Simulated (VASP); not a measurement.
# Cd (Fm-3m) in VASP: further runs

The runs below take Cd through single point, relaxation of cell and atoms, with PBE.

Program: VASP 6.6.1. These are calculated values, not measurements. Logs are shortened: lines on timing, memory, paths and dates and some standing lists are left out, and cuts for length are marked.

## 1. The cell of the first run

It takes space group Fm-3m (No. 225, cubic). The conventional cell has a = 3.966 Å, b = 3.966 Å, c = 3.966 Å, α = 90.00°, β = 90.00°, γ = 90.00°. Within 3.7 Å of Cd (site symmetry m-3m) lie 12 Cd at 2.80 Å.

This isn't the form of Cd at room conditions, which is hcp.

## 2. Single point, PBE

File INCAR:

```
ALGO = Normal ; EDIFF = 1E-7
ENCUT = 520 ; GGA = PE
ISIF = 2 ; ISMEAR = -1
LASPH = True ; LCHARG = False
LREAL = False ; LWAVE = False
NBANDS = 12 ; NELM = 80
PREC = Accurate ; SIGMA = 0.1
```

File KPOINTS:

```
k-points
0
Gamma
  17 17 17
```

File POSCAR:

```
Cd
1.0
    0.0000000000      1.9830385674      1.9830385674
    1.9830385674      0.0000000000      1.9830385674
    1.9830385674      1.9830385674      0.0000000000
Cd
1
Direct
    0.0000000000      0.0000000000      0.0000000000
```

Potentials or basis: VASP PAW PBE potentials, release 64 (Cd).

Command:

```bash
> cat potpaw_PBE.64/Cd/POTCAR > POTCAR
> mpirun -np 1 vasp_std > vasp.out
```

OUTCAR:

```text
EDIFF = 1E-7
   ENCUT = 520
   GGA = PE
   ISIF = 2
   ISMEAR = -1
   LASPH = True
   LREAL = False
   NELM = 80
   PREC = Accurate

 ion  position               nearest neighbor table
   1  0.000  0.000  0.000-

  LATTYP: Found a face centered cubic cell.
 ALAT       =     3.9660771348

  Lattice vectors:

 A1 = (   0.0000000000,   1.9830385674,   1.9830385674)
 A2 = (   1.9830385674,   0.0000000000,   1.9830385674)
 A3 = (   1.9830385674,   1.9830385674,   0.0000000000)

Analysis of symmetry for initial positions (statically):
=====================================================================
 Subroutine PRICEL returns:
 Original cell was already a primitive cell.

 Routine SETGRP: Setting up the symmetry group for a
 face centered cubic supercell.

 Subroutine GETGRP returns: Found 48 space group operations
 (whereof 48 operations were pure point group operations)
 out of a pool of 48 trial point group operations.

The static configuration has the point symmetry O_h .

Analysis of symmetry for dynamics (positions and initial velocities):
=====================================================================
 Subroutine PRICEL returns:
 Original cell was already a primitive cell.

 Routine SETGRP: Setting up the symmetry group for a
 face centered cubic supercell.

 Subroutine GETGRP returns: Found 48 space group operations
 (whereof 48 operations were pure point group operations)
 out of a pool of 48 trial point group operations.

The dynamic configuration has the point symmetry O_h .

 Subroutine INISYM returns: Found 48 space group operations
 (whereof 48 operations are pure point group operations),
 and found     1 'primitive' translations

----------------------------------------------------------------------------------------

                                     Primitive cell

  volume of cell :      15.5964

  direct lattice vectors                    reciprocal lattice vectors
     0.000000000  1.983038567  1.983038567    -0.252138314  0.252138314  0.252138314
     1.983038567  0.000000000  1.983038567     0.252138314 -0.252138314  0.252138314
     1.983038567  1.983038567  0.000000000     0.252138314  0.252138314 -0.252138314

  length of vectors
     2.804440037  2.804440037  2.804440037     0.436716370  0.436716370  0.436716370

  position of ions in fractional coordinates (direct lattice)
     0.000000000  0.000000000  0.000000000

  ion indices of the primitive-cell ions
   primitive index   ion index
                 1           1

----------------------------------------------------------------------------------------

 KPOINTS: k-points

Automatic generation of k-mesh.
 Grid dimensions read from file:
 generate k-points for:   17   17   17

 Generating k-lattice:

  Cartesian coordinates                     Fractional coordinates (reciprocal lattice)
    -0.014831666  0.014831666  0.014831666     0.058823529  0.000000000  0.000000000
     0.014831666 -0.014831666  0.014831666     0.000000000  0.058823529  0.000000000
     0.014831666  0.014831666 -0.014831666     0.000000000  0.000000000  0.058823529

  Length of vectors
     0.025689198  0.025689198  0.025689198

  Shift w.r.t. Gamma in fractional coordinates (k-lattice)
     0.000000000  0.000000000  0.000000000

 Subroutine IBZKPT returns following result:
 ===========================================

 Found    165 irreducible k-points:

 Following reciprocal coordinates:
            Coordinates               Weight
  0.000000  0.000000  0.000000      1.000000
  0.058824  0.000000  0.000000      8.000000
  0.117647  0.000000  0.000000      8.000000
  0.176471  0.000000  0.000000      8.000000
  0.235294  0.000000  0.000000      8.000000
  0.294118  0.000000  0.000000      8.000000
[... 16 lines left out ...]
 -0.176471  0.058824  0.000000     24.000000
 -0.117647  0.058824  0.000000     24.000000
 [... further k-points ...]
   k-points           NKPTS =    165   k-points in BZ     NKDIM =    165   number of bands    NBANDS=     12
   number of dos      NEDOS =    301   number of ions     NIONS =      1
   total plane-waves  NPLWV =  13824
   dimension x,y,z NGX =    24 NGY =   24 NGZ =   24
   dimension x,y,z NGXF=    48 NGYF=   48 NGZF=   48
   ions per type =               1
   NGX,Y,Z   is equivalent  to a cutoff of  14.23, 14.23, 14.23 a.u.
   NGXF,Y,Z  is equivalent  to a cutoff of  28.45, 28.45, 28.45 a.u.
 SYSTEM =  unknown system
   PREC   = accura    normal or accurate (medium, high low for compatibility)
   ISTART =      0    job   : 0-new  1-cont  2-samecut
   ICHARG =      2    charge: 1-file 2-atom 10-const
   ISPIN  =      1    spin polarized calculation?
   LNONCOLLINEAR =      F non collinear calculations
   LSORBIT =      F    spin-orbit coupling
   LASPH  =      T    aspherical Exc in radial PAW
   ENCUT  =  520.0 eV  38.22 Ry    6.18 a.u.   5.21  5.21  5.21*2*pi/ulx,y,z
   NELM   =     80;   NELMIN=  2; NELMDL= -5     # of ELM steps
[... 63 lines left out ...]
      7      20.7435      0.00000
      8      24.0435      0.00000
      9      24.0435      0.00000
     10      24.0435      0.00000
     11      28.5972      0.00000
     12      28.5972      0.00000

 k-point     2 :       0.0588    0.0000    0.0000
  band No.  band energies     occupation
      1      -5.7966      2.00000
      2      -4.6230      2.00000
      3      -4.5783      2.00000
      4      -4.5783      2.00000
      5      -3.7003      2.00000
      6      -3.7003      2.00000
      7      20.6265      0.00000
      8      22.8443      0.00000
      9      23.9753      0.00000
     10      23.9753      0.00000
     11      28.3569      0.00000
     12      28.7174      0.00000

 k-point     3 :       0.1176    0.0000    0.0000
  band No.  band energies     occupation
      1      -5.5024      2.00000
      2      -4.6248      2.00000
      3      -4.5070      2.00000
      4      -4.5070      2.00000
      5      -3.7150      2.00000
      6      -3.7150      2.00000
      7      19.4443      0.00000
      8      21.6681      0.00000
      9      23.7891      0.00000
     10      23.7891      0.00000
     11      27.7559      0.00000
     12      28.9119      0.00000

 k-point     4 :       0.1765    0.0000    0.0000
  band No.  band energies     occupation
      1      -5.2766      2.00000
      2      -4.4339      2.00000
      3      -4.4339      2.00000
      4      -4.3500      2.00000
      5      -3.6972      2.00000
      6      -3.6972      2.00000
      7      17.0483      0.00000
      8      21.4407      0.00000
      9      23.5146      0.00000
     10      23.5146      0.00000
     11      27.3413      0.00000
     12      28.6700      0.00000

 k-point     5 :       0.2353    0.0000    0.0000
  band No.  band energies     occupation
      1      -5.3246      2.00000
      2      -4.4134      2.00000
      3      -4.4134      2.00000
      4      -3.5994      2.00000
      5      -3.5994      2.00000
      6      -3.5785      2.00000
      7      14.4696      0.00000
      8      21.1720      0.00000
      9      23.1653      0.00000
     10      23.1653      0.00000
     11      27.3976      0.00000
     12      27.8996      0.00000
[... 228 lines left out ...]
      1      -5.4594      2.00000
      2      -4.4881      2.00000
      3      -4.4385      2.00000
      4      -3.4836      2.00000
      5      -3.4384      2.00000
      6      -1.8170      2.00000
      7      11.1851      0.00000
      8      19.6059      0.00000
      9      21.7638      0.00000
     10      23.8584      0.00000
     11      26.1364      0.00000
     12      26.6854      0.00000

 k-point    22 :      -0.2353    0.0588    0.0000
  band No.  band energies     occupation
      1      -5.3063      2.00000
      2      -4.4447      2.00000
      3      -4.3821      2.00000
      4      -3.7341      2.00000
      5      -3.6828      2.00000
      6      -2.8771      2.00000
      7      13.6946      0.00000
      8      19.8851      0.00000
      9      22.4268      0.00000
     10      24.7314      0.00000
     11      26.2889      0.00000
     12      26.5934      0.00000

 k-point    23 :      -0.1765    0.0588    0.0000
  band No.  band energies     occupation
      1      -5.1919      2.00000
      2      -4.5071      2.00000
      3      -4.3845      2.00000
      4      -4.1578      2.00000
      5      -3.7968      2.00000
      6      -3.4393      2.00000
      7      16.2742      0.00000
      8      20.2214      0.00000
      9      22.9255      0.00000
     10      25.0354      0.00000
     11      26.1637      0.00000
     12      27.6862      0.00000

 k-point    24 :      -0.1176    0.0588    0.0000
  band No.  band energies     occupation
      1      -5.3049      2.00000
      2      -4.6847      2.00000
      3      -4.4592      2.00000
      4      -4.3873      2.00000
      5      -3.7992      2.00000
      6      -3.6184      2.00000
      7      18.7858      0.00000
      8      20.6220      0.00000
      9      23.0524      0.00000
     10      24.9309      0.00000
     11      26.6995      0.00000
     12      28.6316      0.00000

 [... further k-points ...]

------------------------ aborting loop because EDIFF is reached ----------------------------------------

  FORCE on cell =-STRESS in cart. coord.  units (eV):
  Direction    XX          YY          ZZ          XY          YZ          ZX
  --------------------------------------------------------------------------------------
  -------------------------------------------------------------------------------------
  Total        4.8227763      4.8227763      4.8227763      0.0000000     -0.0000000      0.0000000
  in kB      495.4321914    495.4321914    495.4321914      0.0000000     -0.0000000      0.0000000
  external PRESSURE =     495.4321914 kB  Pullay stress =       0.0000000 kB

 VOLUME and BASIS-vectors are now :
 -----------------------------------------------------------------------------
  energy-cutoff  :      520.00
  volume of cell :       15.60
      direct lattice vectors                 reciprocal lattice vectors
     0.000000000  1.983038567  1.983038567    -0.252138314  0.252138314  0.252138314
     1.983038567  0.000000000  1.983038567     0.252138314 -0.252138314  0.252138314
     1.983038567  1.983038567  0.000000000     0.252138314  0.252138314 -0.252138314

 POSITION                                       TOTAL-FORCE (eV/Angst)
 -----------------------------------------------------------------------------------
      0.00000      0.00000      0.00000         0.000000      0.000000      0.000000
 -----------------------------------------------------------------------------------
    total drift:                               -0.000000      0.000000      0.000000

  FREE ENERGIE OF THE ION-ELECTRON SYSTEM (eV)
  ---------------------------------------------------
  free  energy   TOTEN  =        -0.0012908647 eV

  energy  without entropy=        0.0092891414  energy(sigma->0) =        0.00399914
```

Run time: 33 s. Hardware: 1 thread of Intel Xeon 8259CL, shared host; peak memory 0.16 GiB.

Results:

- Free energy: -0.0013 eV
- Pressure: 49.5 GPa
- Band gap on the k mesh: zero (bands 6 and 7 overlap by 1.92 eV)

Levels at points of the mesh, in eV from the Fermi level:
```csv
k point,band 4,band 5,band 6,band 7,band 8,band 9
"(0.00, 0.00, 0.00)",-10.68,-9.77,-9.77,14.67,17.97,17.97
```

Caveat: the cell stands under pressure.

## 3. Single point, PBE

File INCAR:

```
PREC = Accurate
ENCUT = 520
EDIFF = 1E-6
ISMEAR = -1
SIGMA = 0.1
LREAL = False
LASPH = True
NELM = 80
ALGO = Normal
ISIF = 2
LWAVE = False
LCHARG = False
GGA = PE
NBANDS = 12
```

File KPOINTS:

```
Automatic mesh
0
Gamma
  17 17 17
```

File POSCAR:

```
Cd
1.0
    0.0000000000      1.9829067962      1.9829067962
    1.9829067962      0.0000000000      1.9829067962
    1.9829067962      1.9829067962      0.0000000000
Cd
1
Direct
    0.0000000000      0.0000000000      0.0000000000
```

Potentials or basis: VASP PAW PBE potentials, release 64 (Cd).

Command:

```bash
> cat potpaw_PBE.64/Cd/POTCAR > POTCAR
> mpirun -np 1 vasp_std > vasp.out
```

Run time: 22 s. Hardware: 1 thread of Intel Xeon 8259CL, shared host; peak memory 0.16 GiB.

Results (log left out):

* Free energy: -0.0003 eV
* Pressure: 49.6 GPa
* Band gap on the k mesh: zero (bands 6 and 7 overlap by 1.92 eV)

Levels at points of the mesh, in eV from the Fermi level:
```tsv
k point	band 3	band 4	band 5	band 6	band 7	band 8	band 9	band 10
(0.00, 0.00, 0.00)	-10.68	-10.68	-9.77	-9.77	14.67	17.97	17.97	17.97
```

Caveat: the cell stands under pressure.

## 4. Single point, PBE

This run uses another cell than the first one, of 22.84 Å³/atom.

File INCAR:

```
SYSTEM = Cd
PREC = Accurate
ENCUT = 520
EDIFF = 1E-7
ISMEAR = -1
SIGMA = 0.1
LREAL = .False.
LASPH = .True.
NELM = 80
ALGO = Normal
ISIF = 2
LWAVE = .False.
LCHARG = .True.
GGA = PE
LELF = .True.
LVHAR = .True.
NBANDS = 12
```

File KPOINTS:

```
Automatic mesh
0
Gamma
  15 15 15
  0 0 0
```

File POSCAR:

```
Cd
1.0
    0.0000000000      2.2518479556      2.2518479556
    2.2518479556      0.0000000000      2.2518479556
    2.2518479556      2.2518479556      0.0000000000
Cd
1
Direct
    0.0000000000      0.0000000000      0.0000000000
```

Command:

```bash
> cat potpaw_PBE.64/Cd/POTCAR > POTCAR
> mpirun -np 1 vasp_std > vasp.out
```

Run time: 24 s. Hardware: 1 thread of Intel Xeon 8259CL, shared host; peak memory 0.16 GiB.

Results (log left out):

```
Free energy            : -0.7451 eV
Pressure               : 0.2 GPa
Band gap on the k mesh : zero (bands 6 and 7 overlap by 2.56 eV)
```

Levels at points of the mesh, in eV from the Fermi level:
| k point | band 2 | band 3 | band 4 | band 5 | band 6 | band 7 | band 8 | band 9 | band 10 | band 11 |
| --- | --- | --- | --- | --- | --- | --- | --- | --- | --- | --- |
| (0.00, 0.00, 0.00) | -8.98 | -8.98 | -8.57 | -8.57 | -8.41 | 13.78 | 14.55 | 14.55 | 14.55 | 17.85 |

## 5. Relaxation of cell and atoms, PBE, target pressure 48 GPa, at which the enthalpy is minimised

File INCAR:

```
PREC = Accurate
ENCUT = 600
EDIFF = 1E-6
ISMEAR = -1
SIGMA = 0.1
LREAL = F
LASPH = T
NELM = 80
ALGO = Normal
ISIF = 3
LWAVE = F
LCHARG = F
GGA = PE
IBRION = 2
NSW = 32
EDIFFG = -0.005
PSTRESS = 480.0
```

File KPOINTS:

```
regular mesh
0
Gamma
  17 17 17
```

File POSCAR:

```
Cd
1.0
    0.0000000000      1.9830385674      1.9830385674
    1.9830385674      0.0000000000      1.9830385674
    1.9830385674      1.9830385674      0.0000000000
Cd
1
Direct
    0.0000000000      0.0000000000      0.0000000000
```

Command:

```bash
> cat potpaw_PBE.64/Cd/POTCAR > POTCAR
> mpirun -np 1 vasp_std > vasp.out
```

It took 59 s on 1 thread of Intel Xeon 8259CL, shared host; peak memory 0.17 GiB.

Results (log left out):

```
Free energy                                                : -0.0259 eV
Relaxed volume                                             : 15.68 Å³/atom
Relaxed cell                                               : a = 2.809 Å, b = 2.809 Å, c = 2.809 Å, α = 60.00°, β = 60.00°, γ = 60.00°
Space group after relaxing (to 0.1 Å)                      : Fm-3m (No. 225)
Energy change on relaxing (the run minimises the enthalpy) : -24.7 meV/atom
Ionic steps                                                : 3
Pressure after relaxing                                    : 48.0 GPa
Band gap on the k mesh                                     : zero (bands 6 and 7 overlap by 1.93 eV)
```

The path:
```tsv
step	energy change (eV)	largest force (eV/Å)	pressure (GPa)	volume (Å³)
1	0.0000	0.0000	49.36	15.60
2	-0.0883	0.0000	44.42	15.90
3	-0.0247	0.0000	47.98	15.68
```

Final structure:
```
CELL_PARAMETERS angstrom
0.00000 1.98648 1.98648
1.98648 0.00000 1.98648
1.98648 1.98648 0.00000
ATOMIC_POSITIONS crystal
Cd 0.00000 0.00000 0.00000
```

Levels at points of the mesh, in eV from the Fermi level:
| k point | band 2 | band 3 | band 4 | band 5 | band 6 | band 7 | band 8 | band 9 | band 10 |
| --- | --- | --- | --- | --- | --- | --- | --- | --- | --- |
| (0.00, 0.00, 0.00) | -10.65 | -10.65 | -10.65 | -9.74 | -9.74 | 14.66 | 17.93 | 17.93 | 17.93 |

Caveat: the cell is relaxed towards a set pressure, so the run minimises the enthalpy, not the energy.

## 6. Relaxation of cell and atoms, PBE, target pressure 48 GPa, at which the enthalpy is minimised

File INCAR:

```
SYSTEM = Cd
  ALGO = Normal
  EDIFF = 1E-6
  EDIFFG = -0.005
  ENCUT = 600
  GGA = PE
  IBRION = 2
  ISIF = 3
  ISMEAR = -1
  LASPH = .True.
  LCHARG = .False.
  LREAL = .False.
  LWAVE = .False.
  NELM = 60
  NSW = 60
  PREC = Accurate
  PSTRESS = 480.0
  SIGMA = 0.1
```

File KPOINTS:

```
k-points
0
Gamma
  17 17 17
  0 0 0
```

File POSCAR:

```
Cd
1.0
    0.0000000000      1.9840735352      1.9840735352
    1.9840735352      0.0000000000      1.9840735352
    1.9840735352      1.9840735352      0.0000000000
Cd
1
Direct
    0.0000000000      0.0000000000      0.0000000000
```

Potentials or basis: VASP PAW PBE potentials, release 64 (Cd).

Command:

```bash
> cat potpaw_PBE.64/Cd/POTCAR > POTCAR
> mpirun -np 1 vasp_std > vasp.out
```

It took 45 s on 1 thread of Intel Xeon 8259CL, shared host; peak memory 0.17 GiB.

The run converged. Its results:

```
Free energy                                                : -0.0257 eV
Relaxed volume                                             : 15.68 Å³/atom
Relaxed cell                                               : a = 2.809 Å, b = 2.809 Å, c = 2.809 Å, α = 60.00°, β = 60.00°, γ = 60.00°
Space group after relaxing (to 0.1 Å)                      : Fm-3m (No. 225)
Energy change on relaxing (the run minimises the enthalpy) : -17.0 meV/atom
Ionic steps                                                : 3
Pressure after relaxing                                    : 48.0 GPa
Band gap on the k mesh                                     : zero (bands 6 and 7 overlap by 1.93 eV)
```

Step by step:
```csv
step,energy change (eV),largest force (eV/Å),pressure (GPa),volume (Å³)
1,0.0000,0.0000,48.95,15.62
2,-0.0618,0.0000,45.51,15.83
3,-0.0170,0.0000,48.01,15.68
```

Final structure:
```xyz
1
Lattice="0.0000 1.9864 1.9864 1.9864 0.0000 1.9864 1.9864 1.9864 0.0000" Properties=species:S:1:pos:R:3 pbc="T T T"
Cd    0.0000    0.0000    0.0000
```

Levels at points of the mesh, in eV from the Fermi level:
```csv
k point,band 2,band 3,band 4,band 5,band 6,band 7,band 8,band 9,band 10
"(0.00, 0.00, 0.00)",-10.65,-10.65,-10.65,-9.74,-9.74,14.66,17.93,17.93,17.93
```

Caveat: the cell is relaxed towards a set pressure, so the run minimises the enthalpy, not the energy.

## 7. Summary

```tsv
task	cell	k mesh	cutoff (eV)	gap on the mesh (eV)	pressure (GPa)
single point	a = 2.804 Å, angles 60.0°, 1 atom	17 × 17 × 17	520	none	49.6
single point	a = 3.185 Å, angles 60.0°, 1 atom	15 × 15 × 15	520	none	0.2
relaxation of cell and atoms	relaxed to 48 GPa from a = 2.804 Å, angles 60.0°, 1 atom	17 × 17 × 17	600	none	48.0
relaxation of cell and atoms	relaxed to 48 GPa from a = 2.806 Å, angles 60.0°, 1 atom	17 × 17 × 17	600	none	48.0
```

Alike in all rows: level PBE; potentials or basis VASP PAW PBE potentials, release 64 (Cd); no spin polarisation; smearing fermi-dirac 0.1 eV.

Caveats: the cell is relaxed towards a set pressure, so the run minimises the enthalpy, not the energy (at least some runs); the cell stands under pressure (at least some runs).

Total energies depend on the potentials used, so only differences within one code and one set of settings carry meaning.
